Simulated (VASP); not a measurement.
# Si (P2_1/m) in VASP: a series of runs

The runs below take Si through single point, with LDA.

Everything below comes from runs of VASP 6.6.1. Logs are shortened: lines on timing, memory, paths and dates and some standing lists are left out, and cuts for length are marked.

### Step 1. The cell of the first run

It takes space group P2_1/m (No. 11, monoclinic). Conventional cell: a = 3.258 Å, b = 12.570 Å, c = 4.427 Å, α = 90.00°, β = 95.73°, γ = 90.00°. Within 2.8 Å of Si (site symmetry 1) lie 5 Si at 2.00 to 2.73 Å. Within 2.5 Å of Si (site symmetry 1) lie 4 Si at 1.85 to 2.33 Å. Si (site symmetry 1) has 4 Si at 1.85 to 2.34 Å within 2.5 Å.

### Step 2. Single point, LDA

Input file INCAR:

```
ALGO = Normal
EDIFF = 1E-6
ENCUT = 520
ISIF = 2
ISMEAR = 0
LASPH = T
LCHARG = F
LREAL = F
LWAVE = F
NBANDS = 36
NELM = 100
PREC = Accurate
SIGMA = 0.03
```

Input file KPOINTS:

```
k-points
0
Gamma
  10 10 4
```

Input file POSCAR:

```
Si
1.0
    2.2132837287     -4.7362173733      0.0000000000
    1.0161500943      4.3087923085      0.0000000000
    0.0000000000      0.0000000000     12.5702440454
Si
12
Direct
    0.7570666288      0.2429333712      0.9449750226
    0.2429333712      0.7570666288      0.0550249774
    0.7570666288      0.2429333712      0.5550249774
    0.2429333712      0.7570666288      0.4449750226
    0.4287015211      0.5712984789      0.1572276936
    0.5712984789      0.4287015211      0.8427723064
    0.4287015211      0.5712984789      0.3427723064
    0.5712984789      0.4287015211      0.6572276936
    0.9711041075      0.0288958925      0.9092746508
    0.0288958925      0.9711041075      0.0907253492
    0.9711041075      0.0288958925      0.5907253492
    0.0288958925      0.9711041075      0.4092746508
```

Potentials or basis: VASP PAW LDA potentials, release 64 (Si).

On the command line:

```bash
cat potpaw_LDA.64/Si/POTCAR > POTCAR
mpirun -np 1 vasp_std > vasp.out
```

OUTCAR:

```text
EDIFF = 1E-6
   ENCUT = 520
   ISIF = 2
   ISMEAR = 0
   LASPH = T
   LREAL = F
   NELM = 100
   PREC = Accurate

 ion  position               nearest neighbor table
   1  0.757  0.243  0.945-   9 2.00   2 2.12   6 2.13   2 2.17   9 2.73  10 2.93  10 3.08
   2  0.243  0.757  0.055-  10 2.00   1 2.12   5 2.13   1 2.17  10 2.73   9 2.93   9 3.08
   3  0.757  0.243  0.555-  11 2.00   4 2.12   8 2.13   4 2.17  11 2.73  12 2.93  12 3.08
   4  0.243  0.757  0.445-  12 2.00   3 2.12   7 2.13   3 2.17  12 2.73  11 2.93  11 3.08
   5  0.429  0.571  0.157-  10 1.85   2 2.13  10 2.23   7 2.33
   6  0.571  0.429  0.843-   9 1.85   1 2.13   9 2.23   8 2.33
   7  0.429  0.571  0.343-  12 1.85   4 2.13  12 2.23   5 2.33
   8  0.571  0.429  0.657-  11 1.85   3 2.13  11 2.23   6 2.33
   9  0.971  0.029  0.909-   6 1.85   1 2.00   6 2.23  10 2.34   1 2.73   2 2.93   2 3.08
  10  0.029  0.971  0.091-   5 1.85   2 2.00   5 2.23   9 2.34   2 2.73   1 2.93   1 3.08
  11  0.971  0.029  0.591-   8 1.85   3 2.00   8 2.23  12 2.34   3 2.73   4 2.93   4 3.08
  12  0.029  0.971  0.409-   7 1.85   4 2.00   7 2.23  11 2.34   4 2.73   3 2.93   3 3.08

  Warning from LATTYP: Monoclinic adjustment (A1->A3, A2->A1, A3->A2)!
  Warning from LATTYP: Got some problem with cell dimensions!
  Tried to take original basis but could not verify dimensions!
  LATTYP: Found a simple monoclinic cell.
 ALAT       =     3.2575965071
 B/A-ratio  =     3.8587480119
 C/A-ratio  =     1.3589747266
 COS(beta)  =    -0.0998452645

  Lattice vectors:

 A1 = (   3.2294338230,  -0.4274250648,   0.0000000000)
 A2 = (   0.0000000000,   0.0000000000,  12.5702440454)
 A3 = (  -1.0161500943,  -4.3087923085,   0.0000000000)

Analysis of symmetry for initial positions (statically):
=====================================================================
 Subroutine PRICEL returns:
 Original cell was already a primitive cell.

 Routine SETGRP: Setting up the symmetry group for a
 simple monoclinic supercell.

 Subroutine GETGRP returns: Found  4 space group operations
 (whereof  2 operations were pure point group operations)
 out of a pool of  4 trial point group operations.

The static configuration has the point symmetry S_2 .
 The point group associated with its full space group is C_2h.

Analysis of symmetry for dynamics (positions and initial velocities):
=====================================================================
 Subroutine PRICEL returns:
 Original cell was already a primitive cell.

 Routine SETGRP: Setting up the symmetry group for a
 simple monoclinic supercell.

 Subroutine GETGRP returns: Found  4 space group operations
 (whereof  2 operations were pure point group operations)
 out of a pool of  4 trial point group operations.

The dynamic configuration has the point symmetry S_2 .
 The point group associated with its full space group is C_2h.

 Subroutine INISYM returns: Found  4 space group operations
 (whereof  2 operations are pure point group operations),
 and found     1 'primitive' translations

----------------------------------------------------------------------------------------

                                     Primitive cell

  volume of cell :     180.3740

  direct lattice vectors                    reciprocal lattice vectors
     2.213283729 -4.736217373  0.000000000     0.300279179 -0.070815369  0.000000000
     1.016150094  4.308792309  0.000000000     0.330066376  0.154243457  0.000000000
     0.000000000  0.000000000 12.570244045     0.000000000  0.000000000  0.079552950

  length of vectors
     5.227846581  4.426991323 12.570244045     0.308516453  0.364327952  0.079552950

  position of ions in fractional coordinates (direct lattice)
     0.757066629  0.242933371  0.944975023
     0.242933371  0.757066629  0.055024977
     0.757066629  0.242933371  0.555024977
     0.242933371  0.757066629  0.444975023
     0.428701521  0.571298479  0.157227694
     0.571298479  0.428701521  0.842772306
     0.428701521  0.571298479  0.342772306
     0.571298479  0.428701521  0.657227694
     0.971104107  0.028895893  0.909274651
     0.028895893  0.971104107  0.090725349
     0.971104107  0.028895893  0.590725349
     0.028895893  0.971104107  0.409274651

  ion indices of the primitive-cell ions
   primitive index   ion index
                 1           1
                 2           2
                 3           3
                 4           4
                 5           5
                 6           6
                 7           7
                 8           8
                 9           9
                10          10
                11          11
                12          12

----------------------------------------------------------------------------------------

 KPOINTS: k-points

Automatic generation of k-mesh.
 Grid dimensions read from file:
 generate k-points for:   10   10    4

 Generating k-lattice:

  Cartesian coordinates                     Fractional coordinates (reciprocal lattice)
     0.030027918 -0.007081537  0.000000000     0.100000000  0.000000000  0.000000000
     0.033006638  0.015424346  0.000000000     0.000000000  0.100000000  0.000000000
     0.000000000  0.000000000  0.019888238     0.000000000  0.000000000  0.250000000

  Length of vectors
     0.030851645  0.036432795  0.019888238

  Shift w.r.t. Gamma in fractional coordinates (k-lattice)
     0.000000000  0.000000000  0.000000000

 Subroutine IBZKPT returns following result:
 ===========================================

 Found    156 irreducible k-points:

 Following reciprocal coordinates:
            Coordinates               Weight
  0.000000  0.000000  0.000000      1.000000
  0.100000  0.000000  0.000000      2.000000
  0.200000  0.000000  0.000000      2.000000
  0.300000 -0.000000  0.000000      2.000000
  0.400000  0.000000  0.000000      2.000000
  0.500000  0.000000  0.000000      1.000000
[... 16 lines left out ...]
 -0.400000  0.200000  0.000000      2.000000
 -0.300000  0.200000  0.000000      2.000000
 [... further k-points ...]
   k-points           NKPTS =    156   k-points in BZ     NKDIM =    156   number of bands    NBANDS=     36
   number of dos      NEDOS =    301   number of ions     NIONS =     12
   total plane-waves  NPLWV = 138240
   dimension x,y,z NGX =    40 NGY =   36 NGZ =   96
   dimension x,y,z NGXF=    80 NGYF=   72 NGZF=  192
   ions per type =              12
   NGX,Y,Z   is equivalent  to a cutoff of  12.72, 13.52, 12.70 a.u.
   NGXF,Y,Z  is equivalent  to a cutoff of  25.44, 27.04, 25.39 a.u.
 SYSTEM =  unknown system
   PREC   = accura    normal or accurate (medium, high low for compatibility)
   ISTART =      0    job   : 0-new  1-cont  2-samecut
   ICHARG =      2    charge: 1-file 2-atom 10-const
   ISPIN  =      1    spin polarized calculation?
   LNONCOLLINEAR =      F non collinear calculations
   LSORBIT =      F    spin-orbit coupling
   LASPH  =      T    aspherical Exc in radial PAW
   ENCUT  =  520.0 eV  38.22 Ry    6.18 a.u.   9.72  8.23 23.37*2*pi/ulx,y,z
   NELM   =    100;   NELMIN=  2; NELMDL= -5     # of ELM steps
   EDIFF  = 0.1E-05   stopping-criterion for ELM
   LREAL  =      F    real-space projection
   EDIFFG = 0.1E-04   stopping-criterion for IOM
   NSW    =      0    number of steps for IOM
   IBRION =     -1    ionic relax: 0-MD 1-quasi-New 2-CG
   NFREE  =      0    steps in history (QN), initial steepest desc. (CG)
   ISIF   =      2    stress and relaxation
   ISYM   =      2    0-nonsym 1-usesym 2-fastsym
   POTIM  = 0.5000    time-step for ionic-motion
   TEBEG  =    0.0;   TEEND  =   0.0 temperature during run
   PSTRESS=    0.0 pullay stress
   NELECT =      48.0000    total number of electrons
   NUPDOWN=      -1.0000    fix difference up-down
   EMIN   =  10.00;   EMAX   =-10.00  energy-range for DOS
   EFERMI =   0.00;   METHOD = LEGACY
   ISMEAR =     0;   SIGMA  =   0.03  broadening in eV -4-tet -1-fermi 0-gaus
   EFERMI_NEDOS =   21; number of points for ismear=-14 and -15
   IALGO  =     38    algorithm
   IMIX   =      4    mixing-type and parameters
     AMIX     =   0.40;   BMIX     =  1.00
     AMIX_MAG =   1.60;   BMIX_MAG =  1.00
  volume/ion in A,a.u.               =      15.03       101.44
  Fermi-wavevector in a.u.,A,eV,Ry     =   1.053005  1.989891 15.086414  1.108820
  Thomas-Fermi vector in A             =   2.188110
   LORBIT       =      0    0 simple, 1 ext, 2 COOP (PROOUT), +10 PAW based schemes
   GGA     = CA    functional components
   LHFCALC =     F    Hartree Fock is set to
   AEXX    =    0.0000 exact exchange contribution
   IVDW    =     0    specifies the selected vdW correction
   LEPSILON=     F    determine dielectric tensor
   LRPA    =     F    only Hartree local field effects (RPA)
 non-spin polarized calculation
 Gauss-broadening in eV      SIGMA  =   0.03
  energy-cutoff  :      520.00
  volume of cell :      180.37
 maximum number of plane-waves:      4908
   NGX = 19   NGY = 17   NGZ = 47

 number of electron      48.0000001 magnetization

 Free energy of the ion-electron system (eV)
  ---------------------------------------------------
  ext. energy  EPLUGINS =         0.00000000
  ---------------------------------------------------
  free energy    TOTEN  =       -53.05066908 eV

  energy without entropy =      -53.04932396  energy(sigma->0) =      -53.04999652

 E-fermi :   9.0564     XC(G=0): -10.5711

 val. band max:        9.0548605947   @ k =   0.3000   0.3000   0.2500
 cond. band min:       9.0601018134   @ k =  -0.3000   0.4000   0.2500
 fundamental gap:      0.0052412187
 Fermi energy:         9.0563525958

 k-point     1 :       0.0000    0.0000    0.0000
  band No.  band energies     occupation
      1      -6.0595      2.00000
      2      -5.8406      2.00000
      3      -3.9515      2.00000
      4      -3.0147      2.00000
      5      -1.1056      2.00000
      6       0.3342      2.00000
[... 28 lines left out ...]
     35      12.9007      0.00000
     36      13.8188      0.00000

 k-point     2 :       0.1000    0.0000    0.0000
  band No.  band energies     occupation
      1      -5.9312      2.00000
      2      -5.7127      2.00000
      3      -3.8307      2.00000
      4      -2.8980      2.00000
      5      -0.9897      2.00000
      6       0.4402      2.00000
[... 28 lines left out ...]
     35      13.2248      0.00000
     36      13.5305      0.00000

 k-point     3 :       0.2000    0.0000    0.0000
  band No.  band energies     occupation
      1      -5.5497      2.00000
      2      -5.3322      2.00000
      3      -3.4777      2.00000
      4      -2.5614      2.00000
      5      -0.6559      2.00000
      6       0.7569      2.00000
[... 28 lines left out ...]
     35      13.3603      0.00000
     36      13.6608      0.00000
[... 742 lines left out ...]
 k-point    23 :      -0.4000    0.2000    0.0000
  band No.  band energies     occupation
      1      -5.2051      2.00000
      2      -4.9763      2.00000
      3      -3.2662      2.00000
      4      -2.3176      2.00000
      5      -1.5285      2.00000
      6      -1.1280      2.00000
[... 28 lines left out ...]
     35      13.0504      0.00000
     36      13.5573      0.00000

 k-point    24 :      -0.3000    0.2000    0.0000
  band No.  band energies     occupation
      1      -5.6201      2.00000
      2      -5.3913      2.00000
      3      -3.6397      2.00000
      4      -2.6787      2.00000
      5      -1.8054      2.00000
      6      -1.3644      2.00000
[... 28 lines left out ...]
     35      13.0501      0.00000
     36      13.1900      0.00000

 [... further k-points ...]

------------------------ aborting loop because EDIFF is reached ----------------------------------------

  FORCE on cell =-STRESS in cart. coord.  units (eV):
  Direction    XX          YY          ZZ          XY          YZ          ZX
  --------------------------------------------------------------------------------------
  -------------------------------------------------------------------------------------
  Total       90.8969895     80.6811781     44.0585485     22.1547557      0.0000000      0.0000000
  in kB      807.3949546    716.6527353    391.3512424    196.7902137      0.0000000      0.0000000
  external PRESSURE =     638.4663108 kB  Pullay stress =       0.0000000 kB

 VOLUME and BASIS-vectors are now :
 -----------------------------------------------------------------------------
  energy-cutoff  :      520.00
  volume of cell :      180.37
      direct lattice vectors                 reciprocal lattice vectors
     2.213283729 -4.736217373  0.000000000     0.300279179 -0.070815369  0.000000000
     1.016150094  4.308792309  0.000000000     0.330066376  0.154243457  0.000000000
     0.000000000  0.000000000 12.570244045     0.000000000  0.000000000  0.079552950

 POSITION                                       TOTAL-FORCE (eV/Angst)
 -----------------------------------------------------------------------------------
      1.92246     -2.53888     11.87857        -1.465831      2.580401     -0.763823
      1.30697      2.11146      0.69168         1.465831     -2.580401      0.763823
      1.92246     -2.53888      6.97680        -1.465831      2.580401      0.763823
      1.30697      2.11146      5.59344         1.465831     -2.580401     -0.763823
      1.52936      0.43118      1.97639         8.665688      2.863723      6.806323
      1.70007     -0.85861     10.59385        -8.665688     -2.863723     -6.806323
      1.52936      0.43118      4.30873         8.665688      2.863723     -6.806323
      1.70007     -0.85861      8.26151        -8.665688     -2.863723      6.806323
      2.17869     -4.47485     11.42980         8.492632     -0.024575      3.398877
      1.05074      4.04743      1.14044        -8.492632      0.024575     -3.398877
      2.17869     -4.47485      7.42556         8.492632     -0.024575     -3.398877
      1.05074      4.04743      5.14468        -8.492632      0.024575      3.398877
 -----------------------------------------------------------------------------------
    total drift:                                0.000000     -0.000000      0.000000

  FREE ENERGIE OF THE ION-ELECTRON SYSTEM (eV)
  ---------------------------------------------------
  free  energy   TOTEN  =       -53.0506690763 eV

  energy  without entropy=      -53.0493239624  energy(sigma->0) =      -53.04999652
```

It took 33 min on 1 thread of Intel Xeon 8259CL, shared host; peak memory 0.73 GiB.

What came out:

```
Free energy            : -53.0507 eV
Pressure               : 63.8 GPa
Largest force          : 11.385 eV/Å
Band gap on the k mesh : zero (bands 24 and 25 overlap by 1.56 eV)
```

Forces in eV/Å, atoms in the order of the input:
```
Si  -1.466  2.580 -0.764
Si   1.466 -2.580  0.764
Si  -1.466  2.580  0.764
Si   1.466 -2.580 -0.764
Si   8.666  2.864  6.806
Si  -8.666 -2.864 -6.806
Si   8.666  2.864 -6.806
Si  -8.666 -2.864  6.806
Si   8.493 -0.025  3.399
Si  -8.493  0.025 -3.399
Si   8.493 -0.025 -3.399
Si  -8.493  0.025  3.399
```

Caveat: the stress differs along the axes, from 39 to 81 GPa; forces of over 1 eV/Å act on the atoms, so gaps and moduli don't describe the material at rest.

(Continued in part 2 of 3.)
